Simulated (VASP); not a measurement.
# SiO2 (P4_2/mnm) in VASP: further runs

SiO2 is run at these levels: PBEsol; tasks: single point.

All numbers are computed with VASP 6.6.1; they aren't measurements. Logs are shortened: lines on timing, memory, paths and dates and some standing lists are left out, and cuts for length are marked.

## 1. The cell of the first run

The structure is tetragonal, space group P4_2/mnm (No. 136). Conventional cell: a = 4.208 Å, b = 4.208 Å, c = 2.685 Å, α = 90.00°, β = 90.00°, γ = 90.00°. Within 2.3 Å of Si (site symmetry mmm) lie 6 O at 1.77 to 1.83 Å. Within 2.3 Å of O (site symmetry m2m) lie 3 Si at 1.77 to 1.83 Å.

## 2. Single point, PBEsol (volume scaled by 1.02)

File INCAR:

```
SYSTEM = SiO2
ALGO = Normal
EDIFF = 1E-6
ENCUT = 520
GGA = PS
ISIF = 2
ISMEAR = -1
LASPH = .True.
LCHARG = .False.
LREAL = .False.
LWAVE = .False.
NBANDS = 25
NELM = 60
PREC = Accurate
SIGMA = 0.03
```

File KPOINTS:

```
k-points
0
Gamma
  6 6 9
  0 0 0
```

File POSCAR:

```
SiO2
1.0
    4.2077835882      0.0000000000      0.0000000000
    0.0000000000      4.2077835882      0.0000000000
    0.0000000000      0.0000000000      2.6854680646
Si O
2 4
Direct
    0.0000000000      0.0000000000      0.0000000000
    0.5000000000      0.5000000000      0.5000000000
    0.3067000000      0.3067000000      0.0000000000
    0.1933000000      0.8067000000      0.5000000000
    0.6933000000      0.6933000000      0.0000000000
    0.8067000000      0.1933000000      0.5000000000
```

Potentials or basis: VASP PAW PBE potentials, release 64 (Si, O).

Command:

```console
$ cat potpaw_PBE.64/Si/POTCAR potpaw_PBE.64/O/POTCAR > POTCAR
$ mpirun -np 1 vasp_std > vasp.out
```

OUTCAR:

```text
SYSTEM = SiO2
   EDIFF = 1E-6
   ENCUT = 520
   GGA = PS
   ISIF = 2
   ISMEAR = -1
   LASPH = .True.
   LREAL = .False.
   NELM = 60
   PREC = Accurate

 ion  position               nearest neighbor table
   1  0.000  0.000  0.000-   4 1.77   6 1.77   4 1.77   6 1.77   5 1.83   3 1.83
   2  0.500  0.500  0.500-   3 1.77   5 1.77   3 1.77   5 1.77   4 1.83   6 1.83
   3  0.307  0.307  0.000-   2 1.77   2 1.77   1 1.83
   4  0.193  0.807  0.500-   1 1.77   1 1.77   2 1.83
   5  0.693  0.693  0.000-   2 1.77   2 1.77   1 1.83
   6  0.807  0.193  0.500-   1 1.77   1 1.77   2 1.83

  LATTYP: Found a simple tetragonal cell.
 ALAT       =     4.2077835882
 C/A-ratio  =     0.6382143968

  Lattice vectors:

 A1 = (   4.2077835882,   0.0000000000,   0.0000000000)
 A2 = (   0.0000000000,   4.2077835882,   0.0000000000)
 A3 = (   0.0000000000,   0.0000000000,   2.6854680646)

Analysis of symmetry for initial positions (statically):
=====================================================================
 Subroutine PRICEL returns:
 Original cell was already a primitive cell.

 Routine SETGRP: Setting up the symmetry group for a
 simple tetragonal supercell.

 Subroutine GETGRP returns: Found 16 space group operations
 (whereof  8 operations were pure point group operations)
 out of a pool of 16 trial point group operations.

The static configuration has the point symmetry D_2h.
 The point group associated with its full space group is D_4h.

Analysis of symmetry for dynamics (positions and initial velocities):
=====================================================================
 Subroutine PRICEL returns:
 Original cell was already a primitive cell.

 Routine SETGRP: Setting up the symmetry group for a
 simple tetragonal supercell.

 Subroutine GETGRP returns: Found 16 space group operations
 (whereof  8 operations were pure point group operations)
 out of a pool of 16 trial point group operations.

The dynamic configuration has the point symmetry D_2h.
 The point group associated with its full space group is D_4h.

 Subroutine INISYM returns: Found 16 space group operations
 (whereof  8 operations are pure point group operations),
 and found     1 'primitive' translations

----------------------------------------------------------------------------------------

                                     Primitive cell

  volume of cell :      47.5474

  direct lattice vectors                    reciprocal lattice vectors
[... 97 lines left out ...]
   EDIFFG = 0.1E-04   stopping-criterion for IOM
   NSW    =      0    number of steps for IOM
   IBRION =     -1    ionic relax: 0-MD 1-quasi-New 2-CG
   NFREE  =      0    steps in history (QN), initial steepest desc. (CG)
   ISIF   =      2    stress and relaxation
   ISYM   =      2    0-nonsym 1-usesym 2-fastsym
   POTIM  = 0.5000    time-step for ionic-motion
   TEBEG  =    0.0;   TEEND  =   0.0 temperature during run
   PSTRESS=    0.0 pullay stress
   NELECT =      32.0000    total number of electrons
   NUPDOWN=      -1.0000    fix difference up-down
   EMIN   =  10.00;   EMAX   =-10.00  energy-range for DOS
   EFERMI =   0.00;   METHOD = LEGACY
   ISMEAR =    -1;   SIGMA  =   0.03  broadening in eV -4-tet -1-fermi 0-gaus
   EFERMI_NEDOS =   21; number of points for ismear=-14 and -15
   IALGO  =     38    algorithm
   IMIX   =      4    mixing-type and parameters
     AMIX     =   0.40;   BMIX     =  1.00
     AMIX_MAG =   1.60;   BMIX_MAG =  1.00
  volume/ion in A,a.u.               =       7.92        53.48
  Fermi-wavevector in a.u.,A,eV,Ry     =   1.434661  2.711116 28.004213  2.058252
  Thomas-Fermi vector in A             =   2.554045
   LORBIT       =      0    0 simple, 1 ext, 2 COOP (PROOUT), +10 PAW based schemes
   GGA     = PS    functional components
   LHFCALC =     F    Hartree Fock is set to
   AEXX    =    0.0000 exact exchange contribution
   IVDW    =     0    specifies the selected vdW correction
   LEPSILON=     F    determine dielectric tensor
   LRPA    =     F    only Hartree local field effects (RPA)
 non-spin polarized calculation
  energy-cutoff  :      520.00
  volume of cell :       47.55
 maximum number of plane-waves:      1296
 NGX is ok and might be reduce to    32
   NGX = 15   NGY = 15   NGZ =  9

 number of electron      31.9999982 magnetization

 Free energy of the ion-electron system (eV)
  ---------------------------------------------------
  ext. energy  EPLUGINS =         0.00000000
  ---------------------------------------------------
  free energy    TOTEN  =       -48.98383574 eV

  energy without entropy =      -48.98383574  energy(sigma->0) =      -48.98383574

 E-fermi :   8.4207     XC(G=0): -12.4196

 val. band max:        7.8750287241   @ k =   0.0000   0.0000   0.0000
 cond. band min:      13.1059722278   @ k =   0.0000   0.0000   0.0000
 fundamental gap:      5.2309435037
 Fermi energy:         8.4206787497

 k-point     1 :       0.0000    0.0000    0.0000
  band No.  band energies     occupation
      1     -14.4824      2.00000
      2     -10.8849      2.00000
      3     -10.8849      2.00000
      4     -10.6987      2.00000
      5      -2.8920      2.00000
      6       1.5073      2.00000
[... 661 lines left out ...]
     24      20.2895      0.00000
     25      21.5001      0.00000

 [... further k-points ...]

------------------------ aborting loop because EDIFF is reached ----------------------------------------

  FORCE on cell =-STRESS in cart. coord.  units (eV):
  Direction    XX          YY          ZZ          XY          YZ          ZX
  --------------------------------------------------------------------------------------
  -------------------------------------------------------------------------------------
  Total       -0.5216935     -0.5216935     -0.5063676      0.0000000      0.0000000      0.0000000
  in kB      -17.5792061    -17.5792061    -17.0627774      0.0000000      0.0000000      0.0000000
  external PRESSURE =     -17.4070632 kB  Pullay stress =       0.0000000 kB

 VOLUME and BASIS-vectors are now :
 -----------------------------------------------------------------------------
  energy-cutoff  :      520.00
  volume of cell :       47.55
      direct lattice vectors                 reciprocal lattice vectors
     4.207783588  0.000000000  0.000000000     0.237654808  0.000000000  0.000000000
     0.000000000  4.207783588  0.000000000     0.000000000  0.237654808  0.000000000
     0.000000000  0.000000000  2.685468065     0.000000000  0.000000000  0.372374564

 POSITION                                       TOTAL-FORCE (eV/Angst)
 -----------------------------------------------------------------------------------
      0.00000      0.00000      0.00000         0.000000     -0.000000     -0.000000
      2.10389      2.10389      1.34273         0.000000     -0.000000     -0.000000
      1.29053      1.29053      0.00000        -0.066232     -0.066232     -0.000000
      0.81336      3.39442      1.34273         0.066232     -0.066232     -0.000000
      2.91726      2.91726      0.00000         0.066232      0.066232      0.000000
      3.39442      0.81336      1.34273        -0.066232      0.066232      0.000000
 -----------------------------------------------------------------------------------
    total drift:                                0.000000      0.000000      0.000000

  FREE ENERGIE OF THE ION-ELECTRON SYSTEM (eV)
  ---------------------------------------------------
  free  energy   TOTEN  =       -48.9838357443 eV

  energy  without entropy=      -48.9838357442  energy(sigma->0) =      -48.98383574
```

OSZICAR:

```text
N       E                     dE             d eps       ncg     rms          rms(c)
DAV:   1     0.125919787222E+03    0.12592E+03   -0.17571E+04  2508   0.123E+03
DAV:   2    -0.465194235812E+02   -0.17244E+03   -0.16527E+03  3169   0.274E+02
DAV:   3    -0.531193309960E+02   -0.65999E+01   -0.65713E+01  3352   0.509E+01
DAV:   4    -0.531618722774E+02   -0.42541E-01   -0.42529E-01  2933   0.473E+00
DAV:   5    -0.531622219254E+02   -0.34965E-03   -0.34957E-03  3371   0.405E-01    0.167E+01
DAV:   6    -0.490032773915E+02    0.41589E+01   -0.11534E+01  3191   0.226E+01    0.797E+00
DAV:   7    -0.489928837900E+02    0.10394E-01   -0.63141E-01  3119   0.457E+00    0.293E+00
DAV:   8    -0.489837028825E+02    0.91809E-02   -0.24144E-02  3140   0.134E+00    0.990E-01
DAV:   9    -0.489837520094E+02   -0.49127E-04   -0.55559E-03  3276   0.626E-01    0.252E-01
DAV:  10    -0.489838455258E+02   -0.93516E-04   -0.30278E-04  3131   0.127E-01    0.441E-02
DAV:  11    -0.489838357654E+02    0.97605E-05   -0.44588E-05  3262   0.481E-02    0.107E-02
DAV:  12    -0.489838357443E+02    0.21088E-07   -0.32768E-06  2919   0.132E-02
   1 F= -.48983836E+02 E0= -.48983836E+02  d E =-.459124E-10
```

It took 15 s on 1 thread of Intel Xeon 6975P-C (Granite Rapids), shared host; peak memory 0.17 GiB.

Results:

```
Free energy            : -48.9838 eV
Pressure               : -1.7 GPa
Largest force          : 0.094 eV/Å
Band gap on the k mesh : 5.23 eV, direct
```

Forces in eV/Å, atoms in the order of the input:
```
Si   0.000  0.000  0.000
Si   0.000  0.000  0.000
O   -0.066 -0.066  0.000
O    0.066 -0.066  0.000
O    0.066  0.066  0.000
O   -0.066  0.066  0.000
```

Levels at points of the mesh, in eV from the valence-band top:
```csv
k point,band 12,band 13,band 14,band 15,band 16,band 17,band 18,band 19,band 20,band 21
"(0.00, 0.00, 0.00)",-3.11,-2.54,-0.87,-0.87,0.00,5.23,6.43,8.19,8.19,10.85
"(0.50, 0.00, 0.00)",-3.82,-2.68,-2.68,-1.07,-1.07,7.39,7.39,8.77,8.77,10.76
"(0.50, 0.50, 0.00)",-3.24,-2.63,-2.63,-2.24,-2.24,7.08,7.08,9.73,9.73,12.78
```

Caveat: the cell differs from its parent crystal (volume scaled by 1.02); the PAW data sets were made with another functional, which shifts forces and pressure a little.

## 3. Single point, PBEsol (volume scaled by 1.04)

File INCAR:

```
PREC = Accurate
ENCUT = 520
EDIFF = 1E-6
ISMEAR = -1
SIGMA = 0.03
LREAL = F
LASPH = T
NELM = 100
ALGO = Normal
ISIF = 2
LWAVE = F
LCHARG = T
GGA = PS
LELF = T
LVHAR = T
NBANDS = 25
```

File KPOINTS:

```
Automatic mesh
0
Gamma
  6 6 9
```

POSCAR, as its differences from that of step 2:

```diff
@@ -2,5 +2,5 @@
 1.0
-    4.2077835882      0.0000000000      0.0000000000
-    0.0000000000      4.2077835882      0.0000000000
-    0.0000000000      0.0000000000      2.6854680646
+    4.2351076239      0.0000000000      0.0000000000
+    0.0000000000      4.2351076239      0.0000000000
+    0.0000000000      0.0000000000      2.7029066575
 Si O
```

Potentials or basis: VASP PAW PBE potentials, release 64 (Si, O).

Command:

```console
$ cat potpaw_PBE.64/Si/POTCAR potpaw_PBE.64/O/POTCAR > POTCAR
$ mpirun -np 1 vasp_std > vasp.out
```

Run time: 17 s. Hardware: 1 thread of Intel Xeon 6975P-C (Granite Rapids), shared host; peak memory 0.17 GiB.

Results (log left out):

```
Free energy            : -48.9586 eV
Pressure               : -7.5 GPa
Largest force          : 0.038 eV/Å
Band gap on the k mesh : 4.89 eV, direct
```

Forces in eV/Å, atoms in the order of the input:
```
Si   0.000  0.000  0.000
Si   0.000  0.000  0.000
O    0.027  0.027  0.000
O   -0.027  0.027  0.000
O   -0.027 -0.027  0.000
O    0.027 -0.027  0.000
```

Stress tensor (GPa, compression positive):
```
-7.07  0.00  0.00
 0.00 -7.07  0.00
 0.00  0.00 -8.40
```

Levels at points of the mesh, in eV from the valence-band top:
| k point | band 12 | band 13 | band 14 | band 15 | band 16 | band 17 | band 18 | band 19 | band 20 | band 21 |
| --- | --- | --- | --- | --- | --- | --- | --- | --- | --- | --- |
| (0.00, 0.00, 0.00) | -3.06 | -2.52 | -0.86 | -0.86 | 0.00 | 4.89 | 6.35 | 8.03 | 8.03 | 10.79 |
| (0.50, 0.00, 0.00) | -3.74 | -2.64 | -2.64 | -1.05 | -1.05 | 7.14 | 7.14 | 8.62 | 8.62 | 10.62 |
| (0.50, 0.50, 0.00) | -3.18 | -2.59 | -2.59 | -2.18 | -2.18 | 6.85 | 6.85 | 9.55 | 9.55 | 12.56 |

Caveat: the cell differs from its parent crystal (volume scaled by 1.04); the PAW data sets were made with another functional, which shifts forces and pressure a little.

## 4. Single point, PBEsol (volume scaled by 1.06)

File INCAR:

```
PREC = Accurate
ENCUT = 520
EDIFF = 1E-6
ISMEAR = -1
SIGMA = 0.03
LREAL = False
LASPH = True
NELM = 60
ALGO = Normal
ISIF = 2
LWAVE = False
LCHARG = True
GGA = PS
LELF = True
LVHAR = True
NBANDS = 25
```

KPOINTS is that of step 3.

POSCAR, as its differences from that of step 3:

```diff
@@ -2,5 +2,5 @@
 1.0
-    4.2351076239      0.0000000000      0.0000000000
-    0.0000000000      4.2351076239      0.0000000000
-    0.0000000000      0.0000000000      2.7029066575
+    4.2620835590      0.0000000000      0.0000000000
+    0.0000000000      4.2620835590      0.0000000000
+    0.0000000000      0.0000000000      2.7201230877
 Si O
```

Command:

```console
$ cat potpaw_PBE.64/Si/POTCAR potpaw_PBE.64/O/POTCAR > POTCAR
$ mpirun -np 1 vasp_std > vasp.out
```

It took 17 s on 1 thread of Intel Xeon 6975P-C (Granite Rapids), shared host; peak memory 0.17 GiB.

The run converged. Its results:

* Free energy: -48.9013 eV
* Pressure: -12.7 GPa
* Largest force: 0.162 eV/Å
* Band gap on the k mesh: 4.57 eV, direct

Forces on the atoms (eV/Å):
```
Si   0.000  0.000  0.000
Si   0.000  0.000  0.000
O    0.114  0.114  0.000
O   -0.114  0.114  0.000
O   -0.114 -0.114  0.000
O    0.114 -0.114  0.000
```

Stress tensor (GPa, compression positive):
```
-11.86   0.00   0.00
  0.00 -11.86   0.00
  0.00   0.00 -14.47
```

Levels at points of the mesh, in eV from the valence-band top:
```csv
k point,band 12,band 13,band 14,band 15,band 16,band 17,band 18,band 19,band 20,band 21
"(0.00, 0.00, 0.00)",-3.00,-2.50,-0.85,-0.85,0.00,4.57,6.27,7.87,7.87,10.72
"(0.50, 0.00, 0.00)",-3.66,-2.60,-2.60,-1.03,-1.03,6.88,6.88,8.48,8.48,10.49
"(0.50, 0.50, 0.00)",-3.12,-2.55,-2.55,-2.12,-2.12,6.62,6.62,9.37,9.37,12.34
```

Caveat: the cell differs from its parent crystal (volume scaled by 1.06); the PAW data sets were made with another functional, which shifts forces and pressure a little. A k mesh can miss the band edges.

## 5. Single point, PBEsol

This run uses another cell than the first one, of 7.77 Å³/atom, 0.980 times its volume.

File INCAR:

```
PREC = Accurate
ENCUT = 520
EDIFF = 1E-6
ISMEAR = -1
SIGMA = 0.03
LREAL = F
LASPH = T
NELM = 100
ALGO = Normal
ISIF = 2
LWAVE = F
LCHARG = F
GGA = PS
NBANDS = 25
```

KPOINTS is that of step 4.

POSCAR, as its differences from that of step 4:

```diff
@@ -2,5 +2,5 @@
 1.0
-    4.2620835590      0.0000000000      0.0000000000
-    0.0000000000      4.2620835590      0.0000000000
-    0.0000000000      0.0000000000      2.7201230877
+    4.1801000000      0.0000000000      0.0000000000
+    0.0000000000      4.1801000000      0.0000000000
+    0.0000000000      0.0000000000      2.6678000000
 Si O
```

Command:

```console
$ cat potpaw_PBE.64/Si/POTCAR potpaw_PBE.64/O/POTCAR > POTCAR
$ mpirun -np 1 vasp_std > vasp.out
```

It took 32 s on 1 thread of Intel Xeon Platinum 8259CL at 2.50GHz (Skylake/Cascade Lake), shared host; peak memory 0.17 GiB.

The run converged. Its results:

```yaml
Free_energy: -48.9737 eV
Pressure: 4.7 GPa
Largest_force: 0.235 eV/Å
Band_gap_on_the_k_mesh: 5.58 eV, direct
```

Forces on the atoms (eV/Å):
```
Si   0.000  0.000  0.000
Si   0.000  0.000  0.000
O   -0.166 -0.166  0.000
O    0.166 -0.166  0.000
O    0.166  0.166  0.000
O   -0.166  0.166  0.000
```

Stress tensor (GPa, compression positive):
```
4.14 0.00 0.00
0.00 4.14 0.00
0.00 0.00 5.70
```

Levels at points of the mesh, in eV from the valence-band top:
```csv
k point,band 14,band 15,band 16,band 17,band 18,band 19
"(0.00, 0.00, 0.00)",-0.88,-0.88,0.00,5.58,6.51,8.36
"(0.50, 0.00, 0.00)",-2.72,-1.09,-1.09,7.65,7.65,8.92
"(0.50, 0.50, 0.00)",-2.67,-2.30,-2.30,7.31,7.31,9.91
```

Caveat: the PAW data sets were made with another functional, which shifts forces and pressure a little. A k mesh can miss the band edges.

## 6. Overview

| cell | gap on the mesh (eV) | pressure (GPa) | largest force (eV/Å) |
| --- | --- | --- | --- |
| a = 4.208, b = 4.208, c = 2.685 Å, 6 atoms | 5.23 | -1.7 | 0.09 |
| a = 4.235, b = 4.235, c = 2.703 Å, 6 atoms | 4.89 | -7.5 | 0.04 |
| a = 4.262, b = 4.262, c = 2.720 Å, 6 atoms | 4.57 | -12.7 | 0.16 |
| a = 4.180, b = 4.180, c = 2.668 Å, 6 atoms | 5.58 | 4.7 | 0.23 |

Alike in all rows: task single point; level PBEsol; potentials or basis VASP PAW PBE potentials, release 64 (Si, O); no spin polarisation; k mesh 6 × 6 × 9; cutoff (eV) 520; smearing fermi-dirac 0.03 eV.

Caveats: the PAW data sets were made with another functional, which shifts forces and pressure a little.

Total energies depend on the potentials used, so only differences within one code and one set of settings carry meaning.
